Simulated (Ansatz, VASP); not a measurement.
# TaN: VASP beside Ansatz

File INCAR:

```
  ALGO = Normal
  EDIFF = 1E-6
  ENCUT = 700
  GGA = PS
  GGA_COMPAT = F
  ISIF = 2
  ISMEAR = 0
  LASPH = T
  LCHARG = F
  LREAL = F
  LWAVE = F
  NBANDS = 16
  NELM = 120
  PREC = Accurate
  SIGMA = 0.1
```

File KPOINTS:

```
k-points
0
Gamma
  16 16 16
```

Contents of POSCAR:

```
TaN
1.0
    0.0000000000      2.1643571200      2.1643571200
    2.1643571200      0.0000000000      2.1643571200
    2.1643571200      2.1643571200      0.0000000000
Ta N
1 1
Direct
    0.5000000000      0.5000000000      0.5000000000
    0.0000000000      0.0000000000      0.0000000000
```

Input for Ansatz:

```yaml
crystal:
  lattice:
    - [0.0, 2.16435712, 2.16435712]
    - [2.16435712, 0.0, 2.16435712]
    - [2.16435712, 2.16435712, 0.0]
  atoms:
    - { symbol: Ta, position: [0.5, 0.5, 0.5] }
    - { symbol: "N", position: [0.0, 0.0, 0.0] }
basis:
  ecutwfc: 420
kpoints:
  mp_grid: { grid: [16, 16, 16] }
hamiltonian:
  xc: pbesol
scf:
  occupations: { method: gaussian, width: 0.1 }
output:
  forces: true
  stress: true
  eigenvalues: true
```

Alike in both runs: task single point; functional PBEsol; k mesh 16 × 16 × 16; occupations gaussian, width 0.1 eV; no spin polarisation.

```csv
,VASP,Ansatz
version,VASP 6.6.1,Ansatz 0.2.0
potentials or method,"VASP PAW PBE potentials, release 64 (Ta_sv_GW, N), cutoff 700 eV","scalar-relativistic, plane waves, PAW"
valence electrons in the cell,18,18
```

Ansatz gave:

```
gap on the k mesh at the Fermi level (eV) : none
pressure (GPa)                            : 12.4
```

Task: What did VASP give for the same quantities?

Result: gap on the k mesh at the Fermi level (eV): none; pressure (GPa): 12.6.

VASP's potentials were made for PBE, not for PBEsol. A gap of «none» marks a metal or a gap that the smearing closes. The functional is the same, so the differences come from potentials, cutoffs and numerics.

Spin-orbit coupling is off throughout.
